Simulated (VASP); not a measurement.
# MgO (kpbe) (Fm-3m) in VASP: notebook

Runs on MgO (kpbe). Level: PBE. Tasks: single point.

Program: VASP 6.6.1. These are calculated values, not measurements. Logs are shortened: lines on timing, memory, paths and dates and some standing lists are left out, and cuts for length are marked.

**Measured values to compare with.**

From “Electronic structure of alkaline earth and post-transition metal oxides”, 2009, arxiv:0908.1581, for a bulk crystal of MgO: band gap 7.83 eV.

The results are compared with them further down.

**1. The cell of the first run**

It takes space group Fm-3m (No. 225, cubic). The conventional cell has a = 4.249 Å, b = 4.249 Å, c = 4.249 Å, α = 90.00°, β = 90.00°, γ = 90.00°. Within 2.8 Å of Mg (site symmetry m-3m) lie 6 O at 2.12 Å. Within 2.8 Å of O (site symmetry m-3m) lie 6 Mg at 2.12 Å.

**2. Single point, PBE**

Input file INCAR:

```
PREC     = Accurate       # precision mode
ENCUT    = 520            # plane-wave cutoff, eV
EDIFF    = 1E-7           # SCF threshold, eV
ISMEAR   = 0              # smearing method
SIGMA    = 0.1            # smearing width, eV
LREAL    = F              # projectors in reciprocal space
LASPH    = T              # aspherical terms in the spheres
NELM     = 100            # most SCF steps
ALGO     = Normal         # electronic algorithm
ISIF     = 2              # what is computed and relaxed
LWAVE    = F              # write WAVECAR
LCHARG   = T              # write CHGCAR
GGA      = PE             # functional
LELF     = T              # ELF
LVHAR    = T            
NBANDS   = 11             # bands
```

Input file KPOINTS:

```
Automatic mesh
0
Gamma
  8 8 8
```

Input file POSCAR:

```
MgO
1.0
    0.0000000000      2.1245000000      2.1245000000
    2.1245000000      0.0000000000      2.1245000000
    2.1245000000      2.1245000000      0.0000000000
Mg O
1 1
Direct
    0.0000000000      0.0000000000      0.0000000000
    0.5000000000      0.5000000000      0.5000000000
```

Potentials or basis: VASP PAW PBE potentials, release 64 (Mg, O).

Command:

```console
$ cat potpaw_PBE.64/Mg/POTCAR potpaw_PBE.64/O/POTCAR > POTCAR
$ mpirun -np 1 vasp_std > vasp.out
```

OUTCAR:

```text
PREC = Accurate
   ENCUT = 520
   EDIFF = 1E-7
   ISMEAR = 0
   LREAL = F
   LASPH = T
   NELM = 100
   ISIF = 2
   GGA = PE

 ion  position               nearest neighbor table
   1  0.000  0.000  0.000-   2 2.12   2 2.12   2 2.12   2 2.12   2 2.12   2 2.12
   2  0.500  0.500  0.500-   1 2.12   1 2.12   1 2.12   1 2.12   1 2.12   1 2.12

  LATTYP: Found a face centered cubic cell.
 ALAT       =     4.2490000000

  Lattice vectors:

 A1 = (   0.0000000000,   2.1245000000,   2.1245000000)
 A2 = (   2.1245000000,   0.0000000000,   2.1245000000)
 A3 = (   2.1245000000,   2.1245000000,   0.0000000000)

Analysis of symmetry for initial positions (statically):
=====================================================================
 Subroutine PRICEL returns:
 Original cell was already a primitive cell.

 Routine SETGRP: Setting up the symmetry group for a
 face centered cubic supercell.

 Subroutine GETGRP returns: Found 48 space group operations
 (whereof 48 operations were pure point group operations)
 out of a pool of 48 trial point group operations.

The static configuration has the point symmetry O_h .

Analysis of symmetry for dynamics (positions and initial velocities):
=====================================================================
 Subroutine PRICEL returns:
 Original cell was already a primitive cell.

 Routine SETGRP: Setting up the symmetry group for a
 face centered cubic supercell.

 Subroutine GETGRP returns: Found 48 space group operations
 (whereof 48 operations were pure point group operations)
 out of a pool of 48 trial point group operations.

The dynamic configuration has the point symmetry O_h .

 Subroutine INISYM returns: Found 48 space group operations
 (whereof 48 operations are pure point group operations),
 and found     1 'primitive' translations

----------------------------------------------------------------------------------------

                                     Primitive cell

  volume of cell :      19.1779

  direct lattice vectors                    reciprocal lattice vectors
     0.000000000  2.124500000  2.124500000    -0.235349494  0.235349494  0.235349494
     2.124500000  0.000000000  2.124500000     0.235349494 -0.235349494  0.235349494
     2.124500000  2.124500000  0.000000000     0.235349494  0.235349494 -0.235349494

  length of vectors
     3.004496713  3.004496713  3.004496713     0.407637281  0.407637281  0.407637281

  position of ions in fractional coordinates (direct lattice)
     0.000000000  0.000000000  0.000000000
     0.500000000  0.500000000  0.500000000

  ion indices of the primitive-cell ions
   primitive index   ion index
                 1           1
                 2           2

----------------------------------------------------------------------------------------

 KPOINTS: Automatic mesh

Automatic generation of k-mesh.
 Grid dimensions read from file:
 generate k-points for:    8    8    8

 Generating k-lattice:

  Cartesian coordinates                     Fractional coordinates (reciprocal lattice)
    -0.029418687  0.029418687  0.029418687     0.125000000  0.000000000  0.000000000
     0.029418687 -0.029418687  0.029418687     0.000000000  0.125000000  0.000000000
     0.029418687  0.029418687 -0.029418687     0.000000000  0.000000000  0.125000000

  Length of vectors
     0.050954660  0.050954660  0.050954660

  Shift w.r.t. Gamma in fractional coordinates (k-lattice)
     0.000000000  0.000000000  0.000000000

 Subroutine IBZKPT returns following result:
 ===========================================

 Found     29 irreducible k-points:

 Following reciprocal coordinates:
            Coordinates               Weight
  0.000000  0.000000  0.000000      1.000000
  0.125000  0.000000  0.000000      8.000000
  0.250000  0.000000  0.000000      8.000000
  0.375000  0.000000  0.000000      8.000000
  0.500000  0.000000  0.000000      4.000000
  0.125000  0.125000  0.000000      6.000000
[... 16 lines left out ...]
  0.500000  0.250000  0.125000     48.000000
 -0.375000  0.250000  0.125000     24.000000
 [... further k-points ...]
   k-points           NKPTS =     29   k-points in BZ     NKDIM =     29   number of bands    NBANDS=     11
   number of dos      NEDOS =    301   number of ions     NIONS =      2
   total plane-waves  NPLWV =  13824
   dimension x,y,z NGX =    24 NGY =   24 NGZ =   24
   dimension x,y,z NGXF=    48 NGYF=   48 NGZF=   48
   ions per type =               1   1
   NGX,Y,Z   is equivalent  to a cutoff of  13.28, 13.28, 13.28 a.u.
   NGXF,Y,Z  is equivalent  to a cutoff of  26.56, 26.56, 26.56 a.u.
 SYSTEM =  unknown system
   PREC   = accura    normal or accurate (medium, high low for compatibility)
   ISTART =      0    job   : 0-new  1-cont  2-samecut
   ICHARG =      2    charge: 1-file 2-atom 10-const
   ISPIN  =      1    spin polarized calculation?
   LNONCOLLINEAR =      F non collinear calculations
   LSORBIT =      F    spin-orbit coupling
   LASPH  =      T    aspherical Exc in radial PAW
   ENCUT  =  520.0 eV  38.22 Ry    6.18 a.u.   5.59  5.59  5.59*2*pi/ulx,y,z
   NELM   =    100;   NELMIN=  2; NELMDL= -5     # of ELM steps
   EDIFF  = 0.1E-06   stopping-criterion for ELM
   LREAL  =      F    real-space projection
   EDIFFG = 0.1E-05   stopping-criterion for IOM
   NSW    =      0    number of steps for IOM
   IBRION =     -1    ionic relax: 0-MD 1-quasi-New 2-CG
   NFREE  =      0    steps in history (QN), initial steepest desc. (CG)
   ISIF   =      2    stress and relaxation
   ISYM   =      2    0-nonsym 1-usesym 2-fastsym
   POTIM  = 0.5000    time-step for ionic-motion
   TEBEG  =    0.0;   TEEND  =   0.0 temperature during run
   PSTRESS=    0.0 pullay stress
   NELECT =       8.0000    total number of electrons
   NUPDOWN=      -1.0000    fix difference up-down
   EMIN   =  10.00;   EMAX   =-10.00  energy-range for DOS
   EFERMI =   0.00;   METHOD = LEGACY
   ISMEAR =     0;   SIGMA  =   0.10  broadening in eV -4-tet -1-fermi 0-gaus
   EFERMI_NEDOS =   21; number of points for ismear=-14 and -15
   IALGO  =     38    algorithm
   IMIX   =      4    mixing-type and parameters
     AMIX     =   0.40;   BMIX     =  1.00
     AMIX_MAG =   1.60;   BMIX_MAG =  1.00
  volume/ion in A,a.u.               =       9.59        64.71
  Fermi-wavevector in a.u.,A,eV,Ry     =   1.223221  2.311552 20.357968  1.496268
  Thomas-Fermi vector in A             =   2.358339
   LORBIT       =      0    0 simple, 1 ext, 2 COOP (PROOUT), +10 PAW based schemes
   GGA     = PE    functional components
   LHFCALC =     F    Hartree Fock is set to
   AEXX    =    0.0000 exact exchange contribution
   IVDW    =     0    specifies the selected vdW correction
   LEPSILON=     F    determine dielectric tensor
   LRPA    =     F    only Hartree local field effects (RPA)
 non-spin polarized calculation
 Gauss-broadening in eV      SIGMA  =   0.10
  energy-cutoff  :      520.00
  volume of cell :       19.18
 maximum number of plane-waves:       534
 NGX is ok and might be reduce to    24
   NGX = 11   NGY = 11   NGZ = 11

 number of electron       8.0000004 magnetization

 Free energy of the ion-electron system (eV)
  ---------------------------------------------------
  ext. energy  EPLUGINS =         0.00000000
  ---------------------------------------------------
  free energy    TOTEN  =       -11.91177202 eV

  energy without entropy =      -11.91177202  energy(sigma->0) =      -11.91177202

 E-fermi :   3.3989     XC(G=0): -10.9552

 val. band max:        2.9930612510   @ k =   0.0000   0.0000   0.0000
 cond. band min:       7.4688351607   @ k =   0.0000   0.0000   0.0000
 fundamental gap:      4.4757739098
 Fermi energy:         3.3989229685

 k-point     1 :       0.0000    0.0000    0.0000
  band No.  band energies     occupation
      1     -14.1382      2.00000
      2       2.9931      2.00000
      3       2.9931      2.00000
      4       2.9931      2.00000
      5       7.4688      0.00000
      6      18.6442      0.00000
      7      18.6442      0.00000
      8      18.6442      0.00000
      9      22.4925      0.00000
     10      24.2365      0.00000
     11      24.2365      0.00000

 k-point     2 :       0.1250    0.0000    0.0000
  band No.  band energies     occupation
      1     -13.9824      2.00000
      2       2.0480      2.00000
      3       2.8946      2.00000
      4       2.8946      2.00000
      5       8.3864      0.00000
      6      16.9733      0.00000
      7      18.9871      0.00000
      8      18.9871      0.00000
      9      23.2250      0.00000
     10      23.2250      0.00000
     11      24.5615      0.00000

 k-point     3 :       0.2500    0.0000    0.0000
  band No.  band energies     occupation
      1     -13.5783      2.00000
      2       0.3832      2.00000
      3       2.6677      2.00000
      4       2.6677      2.00000
      5       9.8437      0.00000
      6      15.4007      0.00000
      7      19.4282      0.00000
      8      19.4282      0.00000
      9      22.8395      0.00000
     10      22.8395      0.00000
     11      24.5548      0.00000

 k-point     4 :       0.3750    0.0000    0.0000
  band No.  band energies     occupation
      1     -13.1252      2.00000
      2      -0.9800      2.00000
      3       2.4538      2.00000
      4       2.4538      2.00000
      5      10.6046      0.00000
      6      15.1203      0.00000
      7      19.2125      0.00000
      8      19.2125      0.00000
      9      23.7876      0.00000
     10      24.1399      0.00000
     11      24.1399      0.00000
[... 239 lines left out ...]
 k-point    22 :       0.3750    0.2500    0.1250
  band No.  band energies     occupation
      1     -13.2892      2.00000
      2       0.0386      2.00000
      3       1.8768      2.00000
      4       2.4016      2.00000
      5      11.2256      0.00000
      6      14.3707      0.00000
      7      17.7800      0.00000
      8      20.2328      0.00000
      9      20.8601      0.00000
     10      25.1241      0.00000
     11      28.3725      0.00000

 k-point    23 :       0.5000    0.2500    0.1250
  band No.  band energies     occupation
      1     -12.9326      2.00000
      2      -0.6253      2.00000
      3       1.3183      2.00000
      4       2.1573      2.00000
      5      12.2656      0.00000
      6      14.4637      0.00000
      7      16.6253      0.00000
      8      19.8182      0.00000
      9      22.3909      0.00000
     10      25.0607      0.00000
     11      28.5855      0.00000

 k-point    24 :      -0.3750    0.2500    0.1250
  band No.  band energies     occupation
      1     -12.7746      2.00000
      2      -0.9057      2.00000
      3       1.1165      2.00000
      4       2.0411      2.00000
      5      12.4802      0.00000
      6      14.9379      0.00000
      7      16.2086      0.00000
      8      19.5716      0.00000
      9      23.2111      0.00000
     10      24.7210      0.00000
     11      28.7350      0.00000

 [... further k-points ...]
[... 5 lines left out ...]
  --------------------------------------------------------------------------------------
  -------------------------------------------------------------------------------------
  Total       -0.0266485     -0.0266485     -0.0266485      0.0000000      0.0000000      0.0000000
  in kB       -2.2263008     -2.2263008     -2.2263008      0.0000000      0.0000000      0.0000000
  external PRESSURE =      -2.2263008 kB  Pullay stress =       0.0000000 kB

 VOLUME and BASIS-vectors are now :
 -----------------------------------------------------------------------------
  energy-cutoff  :      520.00
  volume of cell :       19.18
      direct lattice vectors                 reciprocal lattice vectors
     0.000000000  2.124500000  2.124500000    -0.235349494  0.235349494  0.235349494
     2.124500000  0.000000000  2.124500000     0.235349494 -0.235349494  0.235349494
     2.124500000  2.124500000  0.000000000     0.235349494  0.235349494 -0.235349494

 POSITION                                       TOTAL-FORCE (eV/Angst)
 -----------------------------------------------------------------------------------
      0.00000      0.00000      0.00000         0.000000      0.000000      0.000000
      2.12450      2.12450      2.12450        -0.000000     -0.000000     -0.000000
 -----------------------------------------------------------------------------------
    total drift:                               -0.000000     -0.000000      0.000000

  FREE ENERGIE OF THE ION-ELECTRON SYSTEM (eV)
  ---------------------------------------------------
  free  energy   TOTEN  =       -11.9117720160 eV

  energy  without entropy=      -11.9117720160  energy(sigma->0) =      -11.91177202
```

Wall time 8.2 s (1 thread of Intel Xeon 8259CL, shared host); peak memory 0.14 GiB.

What came out:

* Free energy: -11.9118 eV
* Pressure: -0.2 GPa
* Band gap on the k mesh: 4.48 eV, direct

**3. Single point, PBE**

This run uses another cell than the first one, of 9.63 Å³/atom, 1.004 times its volume.

Input file INCAR:

```
SYSTEM = MgO
PREC = Accurate
ENCUT = 520
EDIFF = 1E-6
ISMEAR = 0
SIGMA = 0.02
LREAL = .FALSE.
LASPH = .TRUE.
NELM = 60
ALGO = Normal
ISIF = 2
LWAVE = .FALSE.
LCHARG = .FALSE.
GGA = PE
NBANDS = 11
```

Input file KPOINTS:

```
Automatic mesh
0
G
  10 10 10
  0 0 0
```

Input file POSCAR:

```
MgO
1.0
    0.0000000000      2.1272357890      2.1272357890
    2.1272357890      0.0000000000      2.1272357890
    2.1272357890      2.1272357890      0.0000000000
Mg O
1 1
Direct
    0.0000000000      0.0000000000      0.0000000000
    0.5000000000      0.5000000000      0.5000000000
```

Potentials or basis: VASP PAW PBE potentials, release 64 (Mg, O).

Command:

```console
$ cat potpaw_PBE.64/Mg/POTCAR potpaw_PBE.64/O/POTCAR > POTCAR
$ mpirun -np 1 vasp_std > vasp.out
```

Wall time 8.3 s (1 thread of Intel Xeon 8259CL, shared host); peak memory 0.14 GiB.

Results (log left out):

```yaml
Free_energy: -11.9116 eV
Pressure: -0.8 GPa
Band_gap_on_the_k_mesh: 4.44 eV, direct
```

Levels at points of the mesh, in eV from the valence-band top:
| k point | band 1 | band 2 | band 3 | band 4 | band 5 | band 6 | band 7 | band 8 | band 9 |
| --- | --- | --- | --- | --- | --- | --- | --- | --- | --- |
| (0.00, 0.00, 0.00) | -17.11 | 0.00 | 0.00 | 0.00 | 4.44 | 15.63 | 15.63 | 15.63 | 19.47 |
| (0.50, 0.00, 0.00) | -15.90 | -4.49 | -0.62 | -0.62 | 7.71 | 12.27 | 16.00 | 16.00 | 20.44 |
| (0.50, 0.50, 0.00) | -15.65 | -3.96 | -1.31 | -1.31 | 9.08 | 9.65 | 12.78 | 18.52 | 18.52 |

**4. How close it comes**

Step 2. A measured gap of MgO is 7.83 eV (quoted in “Electronic structure of alkaline earth and post-transition metal oxides”, 2009, arxiv:0908.1581); the calculated 4.48 eV misses it by -3.35 eV. The value is that of PBE, without temperature or zero-point motion. Semilocal functionals fall short of measured gaps as a rule.

Step 3. Against the measured gap of MgO, 7.83 eV (quoted in “Electronic structure of alkaline earth and post-transition metal oxides”, 2009, arxiv:0908.1581), the calculated 4.44 eV is off by -3.39 eV. The value is that of PBE, without temperature or zero-point motion. Semilocal functionals fall short of measured gaps as a rule.
